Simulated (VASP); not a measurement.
# TaN: single point with LDA

Crystal: TaN.

```xyz
6
Lattice="5.1611 0.0000 0.0000 -2.5806 4.4697 0.0000 0.0000 0.0000 2.8915" Properties=species:S:1:pos:R:3 pbc="T T T"
Ta    0.0000    2.9798    1.4457
Ta    2.5806    1.4899    1.4457
Ta    0.0000    0.0000    0.0000
N     2.0275    0.0000    0.0000
N     1.5668    2.7138    0.0000
N    -1.0138    1.7559    0.0000
```

```yaml
Program: VASP 6.6.1
Task: single point
Functional: LDA
Potentials_or_basis: VASP PAW LDA potentials, release 64 (Ta_sv_GW, N)
Cutoff: 700 eV
k_mesh: 5 × 5 × 8
Occupations: methfessel-paxton, width 0.1 eV
Spin: no spin polarisation
Dipole_correction: no
Further_INCAR_settings: ALGO = Normal; EDIFF = 1e-06; NBANDS = 36
```

```json
{
 "Pressure": "-2.4 GPa",
 "Largest force": "0.018 eV/Å",
 "Band gap on the k mesh": "zero (bands 27 and 28 overlap by 3.15 eV)"
}
```

Forces on the atoms (eV/Å):
```
Ta   0.000  0.000  0.000
Ta   0.000  0.000  0.000
Ta   0.000  0.000  0.000
N    0.018  0.000  0.000
N   -0.009 -0.016  0.000
N   -0.009  0.016  0.000
```

Stress tensor (GPa, compression positive):
```
-1.60  0.00  0.00
 0.00 -1.60  0.00
 0.00  0.00 -4.10
```

Levels at points of the mesh, in eV from the Fermi level:
```
           k point  band 24  band 25  band 26  band 27  band 28  band 29  band 30  band 31
(0.00, 0.00, 0.00)    -4.51    -3.57    -2.16    -1.18    -1.18     0.31     0.31     1.63
(0.00, 0.00, 0.50)    -4.57    -3.14    -3.14     1.71     1.71     1.83     2.03     2.03
```

Run time: 100 s on 1 thread of Intel(R) Xeon(R) Platinum 8259CL CPU @ 2.50GHz (Skylake/Cascade Lake) (shared host), peak memory 0.25 GiB.

Caveat: spin-orbit coupling is left out, which moves the levels of the heavy elements.
